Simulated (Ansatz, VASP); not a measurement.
## One calculation of MnB3Ir, two programs

```
CELL_PARAMETERS angstrom
3.91197 0.00000 0.00000
-1.95599 3.38787 0.00000
0.00000 0.00000 4.56200
ATOMIC_POSITIONS crystal
Mn 0.00000 0.00000 0.00000
B 0.50000 0.00000 0.00000
B 0.00000 0.50000 0.00000
B 0.50000 0.50000 0.00000
Ir 0.00000 0.00000 0.50000
```

Alike in both runs: functional PBE; k mesh 12 × 12 × 8; occupations gaussian, width 0.1 eV; no spin polarisation.

Ansatz relaxed the structure, and its values are those at the end. VASP's run is a single point on that final structure, the one shown.

|  | VASP | Ansatz |
| --- | --- | --- |
| version | VASP 6.6.1 | Ansatz 0.2.0 |
| potentials or method | VASP PAW PBE potentials, release 64 (Mn_sv, B, Ir_sv_GW), cutoff 600 eV | scalar-relativistic, plane waves, PAW |
| valence electrons in the cell | 41 | 41 |

|  | VASP | Ansatz | Ansatz less VASP |
| --- | --- | --- | --- |
| gap on the k mesh at the Fermi level (eV) | none | none | - |
| pressure (GPa) | -1.0 | 0.0 | +0.96 |

A gap of «none» marks a metal or a gap that the smearing closes. The functional is the same, so the differences come from potentials, cutoffs and numerics.

Spin-orbit coupling is off throughout.
